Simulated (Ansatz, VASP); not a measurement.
## InSe: VASP beside Ansatz

```xyz
8
Lattice="4.0266 0.0000 0.0000 -2.0133 3.4871 0.0000 0.0000 0.0000 28.2707" Properties=species:S:1:pos:R:3 pbc="T T T"
Se    0.0000    0.0000    4.5000
Se    0.0000    0.0000    9.8854
Se    2.0133    1.1624   13.3954
Se    2.0133    1.1624   18.7807
In    2.0133    1.1624    5.7954
In    2.0133    1.1624    8.5899
In    0.0000    0.0000   14.6908
In    0.0000    0.0000   17.4853
```

Alike in both runs: task single point; functional PBE; dispersion D3(BJ); k mesh 9 × 9 × 1; occupations gaussian, width 0.05 eV; no spin polarisation.

|  | VASP | Ansatz |
| --- | --- | --- |
| version | VASP 6.6.1 | Ansatz 0.2.0 |
| potentials or method | VASP PAW PBE potentials, release 64 (Se, In_d), cutoff 520 eV | scalar-relativistic, plane waves, PAW |
| valence electrons in the cell | 76 | 116 |

VASP gave:

```
gap on the k mesh at the Fermi level (eV) : 1.23
least direct gap on the mesh (eV)         : 1.26
rms of the force components (eV/Å)        : 0.024
```

Q: Estimate Ansatz's values.

A: gap on the k mesh at the Fermi level (eV): 1.24; least direct gap on the mesh (eV): 1.27; rms of the force components (eV/Å): 0.021.

VASP's potentials hold 76 valence electrons a cell and Ansatz's 116, so a difference there can come from the potentials and not from the codes.
